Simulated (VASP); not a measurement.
A run of VASP 6.6.1 is set up as follows.

Contents of INCAR:

```
PREC = Accurate ; ENCUT = 520
EDIFF = 1E-7 ; ISMEAR = -1
SIGMA = 0.08 ; LREAL = F
LASPH = T ; NELM = 60
ALGO = Normal ; ISIF = 2
LWAVE = F ; LCHARG = F
GGA = CA ; NBANDS = 8
```

KPOINTS

```
Automatic mesh
0
Gamma
  15 15 15
```

Contents of POSCAR:

```
As
1.0
    2.1896082985      0.0000000000      0.0000000000
    0.0000000000      2.1896082985      0.0000000000
    0.0000000000      0.0000000000      2.1896082985
As
1
Direct
    0.0000000000      0.0000000000      0.0000000000
```

Potentials or basis: VASP PAW LDA potentials, release 64 (As).

Run with:

```sh
$ cat potpaw_LDA.64/As/POTCAR > POTCAR
$ mpirun -np 1 vasp_std > vasp.out
```

What does it give for the pressure?

213.7 GPa.
